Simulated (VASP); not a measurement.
The system is Si3Bi.

```
CELL_PARAMETERS angstrom
4.82046 0.00000 0.00000
-2.41023 4.17464 0.00000
0.00000 0.00000 2.80308
ATOMIC_POSITIONS crystal
Si 0.50000 0.00000 0.00000
Si 0.00000 0.50000 0.00000
Si 0.50000 0.50000 0.00000
Bi 0.00000 0.00000 0.50000
```

| Quantity | Value |
| --- | --- |
| Program | VASP 6.6.1 |
| Task | relaxation of cell and atoms |
| Functional | PBE |
| Potentials or basis | VASP PAW PBE potentials, release 64 (Si, Bi_d) |
| Cutoff | 600 eV |
| k mesh | 6 × 6 × 6 |
| Occupations | gaussian, width 0.1 eV |
| Spin | no spin polarisation |

At the start: pressure 55.4 GPa; volume 14.10 Å³/atom.

**Question.** Where does the relaxation end?

**Answer.** Over 16 steps the energy falls by 839.1 meV/atom and the volume is 21.62 Å³/atom (+53.3 %); space group P6/mmm (No. 191, to 0.05 Å).

The path:
```tsv
step	energy change (eV)	largest force (eV/Å)	pressure (GPa)	volume (Å³)
1	0.0000	0.0000	55.42	56.41
2	-1.9021	0.0000	-10.12	106.32
3	-2.9903	0.0000	-0.02	80.41
4	-2.9900	0.0000	0.45	79.87
5	-3.0241	0.0000	0.48	80.20
6	-3.0516	0.0000	0.64	80.55
7	-3.1104	0.0000	1.28	81.10
8	-3.3038	0.0000	2.45	81.51
9	-2.7865	0.0000	11.57	79.92
10	-3.3006	0.0000	3.85	81.46
11	-3.3307	0.0000	2.45	83.33
12	-3.3438	0.0000	-0.76	88.75
13	-3.3548	0.0000	0.50	86.46
14	-3.3548	0.0000	0.43	86.56
15	-3.3558	0.0000	0.34	86.53
16	-3.3563	0.0000	0.23	86.48
```

Final structure:
```xyz
4
Lattice="4.9837 0.0000 0.0000 -2.4919 4.3160 0.0000 0.0000 0.0000 4.0203" Properties=species:S:1:pos:R:3 pbc="T T T"
Si    2.4919    0.0000    0.0000
Si   -1.2459    2.1580    0.0000
Si    1.2459    2.1580    0.0000
Bi    0.0000    0.0000    2.0101
```

Caveat: the k points lie up to 0.26 Å⁻¹ apart in the final cell; the volume moved by over 15 % at a fixed basis, so the end points are rough.
